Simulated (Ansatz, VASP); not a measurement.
# Two plane-wave programs on Sn

The input POSCAR:

```
Sn
1.0
   -2.0582488288      2.0582488288      1.6054340865
    2.0582488288     -2.0582488288      1.6054340865
    2.0582488288      2.0582488288     -1.6054340865
Sn
1
Direct
    0.0000000000      0.0000000000      0.0000000000
```

The input INCAR.step1:

```
SYSTEM = Sn
PREC = Accurate ; ENCUT = 520
ISMEAR = 0 ; SIGMA = 0.15
LREAL = .False. ; LASPH = .True.
NELM = 100 ; NBANDS = 13
GGA = PE ; ALGO = Normal
EDIFF = 1E-4 ; LWAVE = .True.
LCHARG = .False.
```

The input INCAR.step2:

```
SYSTEM = Sn
PREC = Accurate ; ENCUT = 520
EDIFF = 1E-6 ; ISMEAR = 0
SIGMA = 0.15 ; LREAL = .False.
LASPH = .True. ; NELM = 100
ALGO = Normal ; ISIF = 2
LWAVE = .False. ; LCHARG = .False.
METAGGA = R2SCAN ; LMIXTAU = .True.
NBANDS = 13 ; ISTART = 1
```

Contents of KPOINTS:

```
Automatic mesh
0
Gamma
  20 20 20
  0 0 0
```

Input for Ansatz:

```yaml
crystal:
  lattice:
    - [-2.0582488288, 2.0582488288, 1.6054340865]
    - [2.0582488288, -2.0582488288, 1.6054340865]
    - [2.0582488288, 2.0582488288, -1.6054340865]
  atoms:
    - { symbol: Sn, position: [0.0, 0.0, 0.0] }
basis:
  ecutwfc: 500
kpoints:
  mp_grid: { grid: [20, 20, 20] }
hamiltonian:
  xc: r2scan
scf:
  occupations: { method: gaussian, width: 0.15 }
output:
  forces: true
  stress: true
  eigenvalues: true
```

Alike in both runs: task single point; functional r2SCAN; k mesh 20 × 20 × 20; occupations gaussian, width 0.15 eV; no spin polarisation.

```csv
,VASP,Ansatz
version,VASP 6.6.1,Ansatz 0.2.0
potentials or method,"VASP PAW PBE potentials, release 64 (Sn_d), cutoff 520 eV","scalar-relativistic, plane waves, PAW"
valence electrons in the cell,14,14
```

VASP gave:

```
gap on the k mesh at the Fermi level (eV)                     : none
pressure (GPa)                                                : 0.5
traceless stress, the component that is largest in VASP (GPa) : 1.51
```

Q: Which values does Ansatz return?

A: gap on the k mesh at the Fermi level (eV): none; pressure (GPa): 0.5; traceless stress, the component that is largest in VASP (GPa): 1.50.

VASP's potentials were made for PBE, not for r2SCAN. A gap of «none» marks a metal or a gap that the smearing closes.
